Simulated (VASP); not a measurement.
A run of VASP 6.6.1:

Contents of POSCAR:

```
LiBr
1.0
    0.0000000000      2.7932956410      2.7932956410
    2.7932956410      0.0000000000      2.7932956410
    2.7932956410      2.7932956410      0.0000000000
Li Br
1 1
Direct
    0.0000000000      0.0000000000      0.0000000000
    0.5000000000      0.5000000000      0.5000000000
```

The input INCAR.step1:

```
SYSTEM = LiBr
PREC = Accurate ; ENCUT = 830
ISMEAR = 0 ; SIGMA = 0.01
LREAL = .FALSE. ; LASPH = .TRUE.
NELM = 120 ; NBANDS = 12
GGA = PE ; ALGO = Normal
EDIFF = 1E-5 ; LWAVE = .TRUE.
LCHARG = .FALSE. ; GGA_COMPAT = .FALSE.
```

INCAR.step2

```
SYSTEM = LiBr
PREC = Accurate ; ENCUT = 830
EDIFF = 1E-6 ; ISMEAR = 0
SIGMA = 0.01 ; LREAL = .FALSE.
LASPH = .TRUE. ; NELM = 120
ALGO = Normal ; ISIF = 2
LWAVE = .FALSE. ; LCHARG = .TRUE.
METAGGA = R2SCAN ; LMIXTAU = .TRUE.
LELF = .TRUE. ; LVHAR = .TRUE.
NBANDS = 12 ; ISTART = 1
GGA_COMPAT = .FALSE.
```

KPOINTS

```
Automatic mesh
0
G
  6 6 6
  0 0 0
```

Potentials or basis: VASP PAW PBE potentials, release 64 (Li_sv, Br).

Launch:

```sh
$ cat potpaw_PBE.64/Li_sv/POTCAR potpaw_PBE.64/Br/POTCAR > POTCAR
$ cp INCAR.step1 INCAR
$ mpirun -np 1 vasp_std > vasp.out
$ cp INCAR.step2 INCAR
$ mpirun -np 1 vasp_std > vasp.out
```

Hardware: 1 thread of Intel(R) Xeon(R) Platinum 8375C CPU @ 2.90GHz (Ice Lake) (shared host).

How long does it take, and how much memory?

Wall time 76 s on 1 thread of Intel(R) Xeon(R) Platinum 8375C CPU @ 2.90GHz (Ice Lake) (shared host), peak memory 0.26 GiB. Counts: k points 16.
